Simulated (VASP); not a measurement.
Here is a VASP 6.6.1 calculation.

File INCAR:

```
SYSTEM = Os
PREC = Accurate
ENCUT = 520
EDIFF = 1E-6
ISMEAR = -1
SIGMA = 0.08
LREAL = .False.
LASPH = .True.
NELM = 100
ALGO = Normal
ISIF = 2
LWAVE = .False.
LCHARG = .False.
GGA = CA
NBANDS = 10
```

Contents of KPOINTS:

```
regular mesh
0
Gamma
  19 19 19
  0 0 0
```

Contents of POSCAR:

```
Os
1.0
    0.0000000000      1.9013090542      1.9013090542
    1.9013090542      0.0000000000      1.9013090542
    1.9013090542      1.9013090542      0.0000000000
Os
1
Direct
    0.0000000000      0.0000000000      0.0000000000
```

Potentials or basis: VASP PAW LDA potentials, release 64 (Os).

The run is started by

```bash
$ cat potpaw_LDA.64/Os/POTCAR > POTCAR
$ mpirun -np 1 vasp_std > vasp.out
```

Question: What does it give for the pressure?

Answer: 1.0 GPa.

Question: Predict the band gap on the k mesh.

Answer: Zero (bands 4 and 5 overlap by 3.93 eV).

Caveat: spin-orbit coupling is left out, which moves the levels of the heavy elements.
